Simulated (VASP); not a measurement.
# SnSe (P6_3mc) in VASP: further runs

The runs below take SnSe through single point, with PBEsol, r2SCAN+rVV10.

Everything below comes from runs of VASP 6.6.1. Logs are shortened: lines on timing, memory, paths and dates and some standing lists are left out, and cuts for length are marked.

### Step 1. The cell of the first run

Symmetry: P6_3mc, No. 186, hexagonal system. Conventional cell: a = 5.015 Å, b = 5.015 Å, c = 6.039 Å, α = 90.00°, β = 90.00°, γ = 120.00°. Within 3.8 Å of Sn (site symmetry 3m) lie 5 Se at 2.87 to 3.16 Å. Se (site symmetry 3m) has 5 Sn at 2.87 to 3.16 Å within 3.8 Å.

### Step 2. Single point, PBEsol

Input file INCAR:

```
SYSTEM = SnSe
PREC = Accurate
ENCUT = 520
EDIFF = 1E-6
ISMEAR = -1
SIGMA = 0.03
LREAL = .False.
LASPH = .True.
NELM = 100
ALGO = Normal
ISIF = 2
LWAVE = .False.
LCHARG = .False.
GGA = PS
NBANDS = 28
```

Input file KPOINTS:

```
Automatic mesh
0
Gamma
  6 6 4
  0 0 0
```

Input file POSCAR:

```
SnSe
1.0
    5.0146121399      0.0000000000      0.0000000000
   -2.5073060700      4.3427815032      0.0000000000
    0.0000000000      0.0000000000      6.0394983717
Sn Se
2 2
Direct
    0.3333333333      0.6666666667     -0.0505133856
    0.6666666667      0.3333333333      0.4494866144
    0.3333333333      0.6666666667      0.4255133856
    0.6666666667      0.3333333333      0.9255133856
```

Potentials or basis: VASP PAW PBE potentials, release 64 (Sn_d, Se).

The run is started by

```bash
$ cat potpaw_PBE.64/Sn_d/POTCAR potpaw_PBE.64/Se/POTCAR > POTCAR
$ mpirun -np 1 vasp_std > vasp.out
```

OUTCAR:

```text
SYSTEM = SnSe
   PREC = Accurate
   ENCUT = 520
   EDIFF = 1E-6
   ISMEAR = -1
   LREAL = .False.
   LASPH = .True.
   NELM = 100
   ISIF = 2
   GGA = PS

 ion  position               nearest neighbor table
   1  0.333  0.667  0.949-   3 2.87   4 2.90   4 2.90   4 2.90   3 3.16
   2  0.667  0.333  0.449-   4 2.87   3 2.90   3 2.90   3 2.90   4 3.16
   3  0.333  0.667  0.426-   1 2.87   2 2.90   2 2.90   2 2.90   1 3.16
   4  0.667  0.333  0.926-   2 2.87   1 2.90   1 2.90   1 2.90   2 3.16

  LATTYP: Found a hexagonal cell.
 ALAT       =     5.0146121399
 C/A-ratio  =     1.2043799606

  Lattice vectors:

 A1 = (   5.0146121399,   0.0000000000,   0.0000000000)
 A2 = (  -2.5073060700,   4.3427815032,   0.0000000000)
 A3 = (   0.0000000000,   0.0000000000,   6.0394983717)

Analysis of symmetry for initial positions (statically):
=====================================================================
 Subroutine PRICEL returns:
 Original cell was already a primitive cell.

 Routine SETGRP: Setting up the symmetry group for a
 hexagonal supercell.

 Subroutine GETGRP returns: Found 12 space group operations
 (whereof  6 operations were pure point group operations)
 out of a pool of 24 trial point group operations.

The static configuration has the point symmetry C_3v.
 The point group associated with its full space group is C_6v.

Analysis of symmetry for dynamics (positions and initial velocities):
=====================================================================
 Subroutine PRICEL returns:
 Original cell was already a primitive cell.

 Routine SETGRP: Setting up the symmetry group for a
 hexagonal supercell.

 Subroutine GETGRP returns: Found 12 space group operations
 (whereof  6 operations were pure point group operations)
 out of a pool of 24 trial point group operations.

The dynamic configuration has the point symmetry C_3v.
 The point group associated with its full space group is C_6v.

 Subroutine INISYM returns: Found 12 space group operations
 (whereof  6 operations are pure point group operations),
 and found     1 'primitive' translations

----------------------------------------------------------------------------------------

                                     Primitive cell

  volume of cell :     131.5244

  direct lattice vectors                    reciprocal lattice vectors
     5.014612140  0.000000000  0.000000000     0.199417218  0.115133584  0.000000000
    -2.507306070  4.342781503  0.000000000     0.000000000  0.230267168  0.000000000
     0.000000000  0.000000000  6.039498372     0.000000000  0.000000000  0.165576665

  length of vectors
     5.014612140  5.014612140  6.039498372     0.230267168  0.230267168  0.165576665

  position of ions in fractional coordinates (direct lattice)
     0.333333333  0.666666667  0.949486614
     0.666666667  0.333333333  0.449486614
     0.333333333  0.666666667  0.425513386
     0.666666667  0.333333333  0.925513386

  ion indices of the primitive-cell ions
   primitive index   ion index
                 1           1
                 2           2
                 3           3
                 4           4

----------------------------------------------------------------------------------------

 KPOINTS: Automatic mesh

Automatic generation of k-mesh.
 Grid dimensions read from file:
 generate k-points for:    6    6    4

 Generating k-lattice:

  Cartesian coordinates                     Fractional coordinates (reciprocal lattice)
     0.033236203  0.019188931  0.000000000     0.166666667  0.000000000  0.000000000
     0.000000000  0.038377861  0.000000000     0.000000000  0.166666667  0.000000000
     0.000000000  0.000000000  0.041394166     0.000000000  0.000000000  0.250000000

  Length of vectors
     0.038377861  0.038377861  0.041394166

  Shift w.r.t. Gamma in fractional coordinates (k-lattice)
     0.000000000  0.000000000  0.000000000

 Subroutine IBZKPT returns following result:
 ===========================================

 Found     21 irreducible k-points:

 Following reciprocal coordinates:
            Coordinates               Weight
  0.000000  0.000000  0.000000      1.000000
  0.166667  0.000000  0.000000      6.000000
  0.333333  0.000000  0.000000      6.000000
  0.500000  0.000000  0.000000      3.000000
  0.166667  0.166667  0.000000      6.000000
  0.333333  0.166667  0.000000     12.000000
[... 13 lines left out ...]
  0.333333  0.166667  0.500000     12.000000
  0.333333  0.333333  0.500000      2.000000
   k-points           NKPTS =     21   k-points in BZ     NKDIM =     21   number of bands    NBANDS=     28
   number of dos      NEDOS =    301   number of ions     NIONS =      4
   total plane-waves  NPLWV =  76800
   dimension x,y,z NGX =    40 NGY =   40 NGZ =   48
   dimension x,y,z NGXF=    80 NGYF=   80 NGZF=   96
   ions per type =               2   2
   NGX,Y,Z   is equivalent  to a cutoff of  13.26, 13.26, 13.21 a.u.
   NGXF,Y,Z  is equivalent  to a cutoff of  26.52, 26.52, 26.43 a.u.
 SYSTEM =  SnSe
   PREC   = accura    normal or accurate (medium, high low for compatibility)
   ISTART =      0    job   : 0-new  1-cont  2-samecut
   ICHARG =      2    charge: 1-file 2-atom 10-const
   ISPIN  =      1    spin polarized calculation?
   LNONCOLLINEAR =      F non collinear calculations
   LSORBIT =      F    spin-orbit coupling
   LASPH  =      T    aspherical Exc in radial PAW
   ENCUT  =  520.0 eV  38.22 Ry    6.18 a.u.   9.32  9.32 11.23*2*pi/ulx,y,z
   NELM   =    100;   NELMIN=  2; NELMDL= -5     # of ELM steps
   EDIFF  = 0.1E-05   stopping-criterion for ELM
   LREAL  =      F    real-space projection
[... 7 lines left out ...]
   TEBEG  =    0.0;   TEEND  =   0.0 temperature during run
   PSTRESS=    0.0 pullay stress
   NELECT =      40.0000    total number of electrons
   NUPDOWN=      -1.0000    fix difference up-down
   EMIN   =  10.00;   EMAX   =-10.00  energy-range for DOS
   EFERMI =   0.00;   METHOD = LEGACY
   ISMEAR =    -1;   SIGMA  =   0.03  broadening in eV -4-tet -1-fermi 0-gaus
   EFERMI_NEDOS =   21; number of points for ismear=-14 and -15
   IALGO  =     38    algorithm
   IMIX   =      4    mixing-type and parameters
     AMIX     =   0.40;   BMIX     =  1.00
     AMIX_MAG =   1.60;   BMIX_MAG =  1.00
  volume/ion in A,a.u.               =      32.88       221.89
  Fermi-wavevector in a.u.,A,eV,Ry     =   1.100929  2.080455 16.490878  1.212045
  Thomas-Fermi vector in A             =   2.237348
   LORBIT       =      0    0 simple, 1 ext, 2 COOP (PROOUT), +10 PAW based schemes
   GGA     = PS    functional components
   LHFCALC =     F    Hartree Fock is set to
   AEXX    =    0.0000 exact exchange contribution
   IVDW    =     0    specifies the selected vdW correction
   LEPSILON=     F    determine dielectric tensor
   LRPA    =     F    only Hartree local field effects (RPA)
 non-spin polarized calculation
  energy-cutoff  :      520.00
  volume of cell :      131.52
 maximum number of plane-waves:      3575
 NGX is ok and might be reduce to    40
   NGX = 19   NGY = 19   NGZ = 23

 number of electron      40.0000000 magnetization

 Free energy of the ion-electron system (eV)
  ---------------------------------------------------
  ext. energy  EPLUGINS =         0.00000000
  ---------------------------------------------------
  free energy    TOTEN  =       -17.32520450 eV

  energy without entropy =      -17.32518428  energy(sigma->0) =      -17.32519439

 E-fermi :   4.4123     XC(G=0):  -8.6627

 val. band max:        4.1951688173   @ k =   0.3333   0.3333   0.5000
 cond. band min:       4.6316896148   @ k =   0.3333   0.3333   0.5000
 fundamental gap:      0.4365207975
 Fermi energy:         4.4123119240

 k-point     1 :       0.0000    0.0000    0.0000
  band No.  band energies     occupation
      1     -17.6494      2.00000
      2     -17.6344      2.00000
      3     -17.6344      2.00000
      4     -17.6342      2.00000
      5     -17.6342      2.00000
      6     -17.6251      2.00000
[... 20 lines left out ...]
     27       9.4315      0.00000
     28       9.4315      0.00000

 k-point     2 :       0.1667    0.0000    0.0000
  band No.  band energies     occupation
      1     -17.6501      2.00000
      2     -17.6359      2.00000
      3     -17.6344      2.00000
      4     -17.6324      2.00000
      5     -17.6319      2.00000
      6     -17.6257      2.00000
[... 20 lines left out ...]
     27       9.1571      0.00000
     28       9.3906      0.00000

 k-point     3 :       0.3333    0.0000    0.0000
  band No.  band energies     occupation
      1     -17.6510      2.00000
      2     -17.6390      2.00000
      3     -17.6333      2.00000
      4     -17.6302      2.00000
      5     -17.6273      2.00000
      6     -17.6265      2.00000
[... 20 lines left out ...]
     27       8.8538      0.00000
     28       9.7777      0.00000

 k-point     4 :       0.5000    0.0000    0.0000
  band No.  band energies     occupation
      1     -17.6512      2.00000
      2     -17.6406      2.00000
      3     -17.6326      2.00000
      4     -17.6294      2.00000
      5     -17.6266      2.00000
      6     -17.6243      2.00000
[... 20 lines left out ...]
     27       8.9525      0.00000
     28       9.4777      0.00000

 k-point     5 :       0.1667    0.1667    0.0000
  band No.  band energies     occupation
      1     -17.6505      2.00000
      2     -17.6389      2.00000
      3     -17.6332      2.00000
      4     -17.6310      2.00000
      5     -17.6284      2.00000
      6     -17.6267      2.00000
[... 20 lines left out ...]
     27       9.3310      0.00000
     28      10.1514      0.00000

 k-point     6 :       0.3333    0.1667    0.0000
  band No.  band energies     occupation
      1     -17.6498      2.00000
      2     -17.6418      2.00000
      3     -17.6332      2.00000
      4     -17.6296      2.00000
      5     -17.6270      2.00000
      6     -17.6245      2.00000
[... 370 lines left out ...]
      5     -17.6295      2.00000
      6     -17.6295      2.00000
[... 20 lines left out ...]
     27       9.9069      0.00000
     28       9.9069      0.00000

 k-point    19 :       0.1667    0.1667    0.5000
  band No.  band energies     occupation
      1     -17.6390      2.00000
      2     -17.6390      2.00000
      3     -17.6340      2.00000
      4     -17.6340      2.00000
      5     -17.6297      2.00000
      6     -17.6297      2.00000
[... 20 lines left out ...]
     27      10.6380      0.00000
     28      10.6380      0.00000

 k-point    20 :       0.3333    0.1667    0.5000
  band No.  band energies     occupation
      1     -17.6388      2.00000
      2     -17.6388      2.00000
      3     -17.6322      2.00000
      4     -17.6322      2.00000
      5     -17.6295      2.00000
      6     -17.6295      2.00000
[... 20 lines left out ...]
     27       9.9013      0.00000
     28       9.9013      0.00000

 k-point    21 :       0.3333    0.3333    0.5000
  band No.  band energies     occupation
      1     -17.6383      2.00000
      2     -17.6383      2.00000
      3     -17.6316      2.00000
      4     -17.6316      2.00000
      5     -17.6297      2.00000
      6     -17.6297      2.00000
[... 20 lines left out ...]
     27       9.7523      0.00000
     28       9.7523      0.00000

------------------------ aborting loop because EDIFF is reached ----------------------------------------

  FORCE on cell =-STRESS in cart. coord.  units (eV):
  Direction    XX          YY          ZZ          XY          YZ          ZX
  --------------------------------------------------------------------------------------
  -------------------------------------------------------------------------------------
  Total        0.0395809      0.0395809      0.0270527     -0.0000000     -0.0000000      0.0000000
  in kB        0.4821582      0.4821582      0.3295447     -0.0000000     -0.0000000      0.0000000
  external PRESSURE =       0.4312870 kB  Pullay stress =       0.0000000 kB

 VOLUME and BASIS-vectors are now :
 -----------------------------------------------------------------------------
  energy-cutoff  :      520.00
  volume of cell :      131.52
      direct lattice vectors                 reciprocal lattice vectors
     5.014612140  0.000000000  0.000000000     0.199417218  0.115133584  0.000000000
    -2.507306070  4.342781503  0.000000000     0.000000000  0.230267168  0.000000000
     0.000000000  0.000000000  6.039498372     0.000000000  0.000000000  0.165576665

 POSITION                                       TOTAL-FORCE (eV/Angst)
 -----------------------------------------------------------------------------------
     -0.00000      2.89519      5.73442        -0.000000      0.000000     -0.006431
      2.50731      1.44759      2.71467         0.000000      0.000000     -0.006431
     -0.00000      2.89519      2.56989        -0.000000     -0.000000      0.006431
      2.50731      1.44759      5.58964         0.000000      0.000000      0.006431
 -----------------------------------------------------------------------------------
    total drift:                               -0.000000      0.000000     -0.000890

  FREE ENERGIE OF THE ION-ELECTRON SYSTEM (eV)
  ---------------------------------------------------
  free  energy   TOTEN  =       -17.3252045023 eV

  energy  without entropy=      -17.3251842822  energy(sigma->0) =      -17.32519439
```

Run time: 59 s. Hardware: 1 thread of Intel Xeon Platinum 8259CL at 2.50GHz (Skylake/Cascade Lake), shared host; peak memory 0.29 GiB.

Results:

| Property | Result |
| --- | --- |
| Free energy | -17.3252 eV |
| Pressure | 0.0 GPa |
| Largest force | 0.006 eV/Å |
| Band gap on the k mesh | 0.44 eV, direct |

Forces in eV/Å, atoms in the order of the input:
```
Sn   0.000  0.000 -0.006
Sn   0.000  0.000 -0.006
Se   0.000  0.000  0.006
Se   0.000  0.000  0.006
```

Levels at points of the mesh, in eV from the valence-band top:
```
           k point  band 18  band 19  band 20  band 21  band 22  band 23
(0.00, 0.00, 0.00)    -2.65    -2.65    -2.56     0.78     0.78     2.43
(0.50, 0.00, 0.00)    -3.02    -2.60    -0.99     2.00     2.76     3.12
(0.00, 0.00, 0.50)    -3.37    -1.83    -1.83     1.23     1.23     1.23
(0.50, 0.00, 0.50)    -2.71    -0.98    -0.98     0.64     0.64     2.50
```

Caveat: the PAW data sets were made with another functional, which shifts forces and pressure a little; spin-orbit coupling is left out, which moves the levels of the heavy elements. A k mesh can miss the band edges.

### Step 3. Single point, r2SCAN+rVV10

This run uses another cell than the first one, of 33.63 Å³/atom, 1.023 times its volume.

Input file POSCAR:

```
SnSe
1.0
    5.0410496293      0.0000000000      0.0000000000
   -2.5205248147      4.3656770407      0.0000000000
    0.0000000000      0.0000000000      6.1126786084
Sn Se
2 2
Direct
    0.3333333333      0.6666666667     -0.0426944236
    0.6666666667      0.3333333333      0.4573055764
    0.3333333333      0.6666666667      0.4176944236
    0.6666666667      0.3333333333      0.9176944236
```

Input file INCAR.step1:

```
SYSTEM = SnSe
PREC = Accurate
ENCUT = 520
ISMEAR = -1
SIGMA = 0.03
LREAL = .FALSE.
LASPH = .TRUE.
NELM = 80
NBANDS = 28
GGA = PE
ALGO = Normal
EDIFF = 1E-4
LWAVE = .TRUE.
LCHARG = .FALSE.
```

Input file INCAR.step2:

```
SYSTEM = SnSe
PREC = Accurate
ENCUT = 520
EDIFF = 1E-6
ISMEAR = -1
SIGMA = 0.03
LREAL = .FALSE.
LASPH = .TRUE.
NELM = 80
ALGO = Normal
ISIF = 2
LWAVE = .FALSE.
LCHARG = .FALSE.
METAGGA = R2SCAN
LMIXTAU = .TRUE.
LUSE_VDW = .TRUE.
IVDW_NL = 2
BPARAM = 11.95
CPARAM = 0.0093
NBANDS = 28
ISTART = 1
```

Input file KPOINTS:

```
Automatic mesh
0
G
  6 6 4
  0 0 0
```

Potentials or basis: VASP PAW PBE potentials, release 64 (Sn_d, Se).

The run is started by

```bash
$ cat potpaw_PBE.64/Sn_d/POTCAR potpaw_PBE.64/Se/POTCAR > POTCAR
$ cp INCAR.step1 INCAR
$ mpirun -np 1 vasp_std > vasp.out
$ cp INCAR.step2 INCAR
$ mpirun -np 1 vasp_std > vasp.out
```

OUTCAR:

```text
SYSTEM = SnSe
   PREC = Accurate
   ENCUT = 520
   EDIFF = 1E-6
   ISMEAR = -1
   LREAL = .FALSE.
   LASPH = .TRUE.
   NELM = 80
   ISIF = 2
   METAGGA = R2SCAN
   IVDW_NL = 2
   BPARAM = 11.95
   ISTART = 1

 ion  position               nearest neighbor table
   1  0.333  0.667  0.957-   3 2.81   4 2.92   4 2.92   4 2.92
   2  0.667  0.333  0.457-   4 2.81   3 2.92   3 2.92   3 2.92
   3  0.333  0.667  0.418-   1 2.81   2 2.92   2 2.92   2 2.92
   4  0.667  0.333  0.918-   2 2.81   1 2.92   1 2.92   1 2.92
[... 850 lines left out ...]
  Direction    XX          YY          ZZ          XY          YZ          ZX
  --------------------------------------------------------------------------------------
  -------------------------------------------------------------------------------------
  Total        0.0853679      0.0853679      0.0980761     -0.0000000      0.0000000      0.0000000
  in kB        1.0167193      1.0167193      1.1680719     -0.0000000      0.0000000      0.0000000
  external PRESSURE =       1.0671702 kB  Pullay stress =       0.0000000 kB

 VOLUME and BASIS-vectors are now :
 -----------------------------------------------------------------------------
  energy-cutoff  :      520.00
  volume of cell :      134.53
      direct lattice vectors                 reciprocal lattice vectors
     5.041049629  0.000000000  0.000000000     0.198371386  0.114529773  0.000000000
    -2.520524815  4.365677041  0.000000000     0.000000000  0.229059546  0.000000000
     0.000000000  0.000000000  6.112678608     0.000000000  0.000000000  0.163594402

 POSITION                                       TOTAL-FORCE (eV/Angst)
 -----------------------------------------------------------------------------------
     -0.00000      2.91045      5.85170         0.000000      0.000000     -0.007394
      2.52052      1.45523      2.79536        -0.000000      0.000000     -0.007394
     -0.00000      2.91045      2.55323        -0.000000      0.000000      0.007394
      2.52052      1.45523      5.60957        -0.000000     -0.000000      0.007394
 -----------------------------------------------------------------------------------
    total drift:                               -0.000000      0.000000     -0.000316

  FREE ENERGIE OF THE ION-ELECTRON SYSTEM (eV)
  ---------------------------------------------------
  free  energy   TOTEN  =       -78.0488404465 eV

  energy  without entropy=      -78.0488403499  energy(sigma->0) =      -78.04884040
```

OSZICAR.step1:

```text
N       E                     dE             d eps       ncg     rms          rms(c)
DAV:   1     0.362991934500E+03    0.36299E+03   -0.19228E+04  1192   0.169E+03
DAV:   2     0.365114246402E+02   -0.32648E+03   -0.31846E+03  1192   0.447E+02
DAV:   3    -0.140813711073E+02   -0.50593E+02   -0.49235E+02  1452   0.155E+02
DAV:   4    -0.164396395513E+02   -0.23583E+01   -0.23492E+01  1380   0.354E+01
DAV:   5    -0.164969311672E+02   -0.57292E-01   -0.57278E-01  1444   0.623E+00    0.471E+00
DAV:   6    -0.160075741809E+02    0.48936E+00   -0.11374E+00  1572   0.485E+00    0.286E+00
DAV:   7    -0.160013361931E+02    0.62380E-02   -0.25699E-01  1440   0.184E+00    0.139E+00
DAV:   8    -0.160045199258E+02   -0.31837E-02   -0.26993E-02  1308   0.115E+00    0.184E-01
DAV:   9    -0.160047020708E+02   -0.18214E-03   -0.46256E-03  1320   0.445E-01    0.833E-02
DAV:  10    -0.160054757748E+02   -0.77370E-03   -0.11087E-03  1068   0.152E-01    0.392E-02
DAV:  11    -0.160056744989E+02   -0.19872E-03   -0.30252E-04  1092   0.103E-01    0.115E-02
DAV:  12    -0.160056931010E+02   -0.18602E-04   -0.29169E-05   828   0.328E-02
   1 F= -.16005693E+02 E0= -.16005693E+02  d E =-.276753E-06
```

Run time: 5.7 min. Hardware: 1 thread of Intel Xeon Platinum 8259CL at 2.50GHz (Skylake/Cascade Lake), shared host; peak memory 0.6 GiB.

Results:

| Property | Result |
| --- | --- |
| Free energy | -78.0488 eV |
| Pressure | 0.1 GPa |
| Largest force | 0.007 eV/Å |
| Band gap on the k mesh | 0.83 eV, indirect (least direct gap 0.85 eV) |

Forces on the atoms (eV/Å):
```
Sn   0.000  0.000 -0.007
Sn   0.000  0.000 -0.007
Se   0.000  0.000  0.007
Se   0.000  0.000  0.007
```

Caveat: the PAW data sets were made with another functional, which shifts forces and pressure a little; spin-orbit coupling is left out, which moves the levels of the heavy elements. A k mesh can miss the band edges.
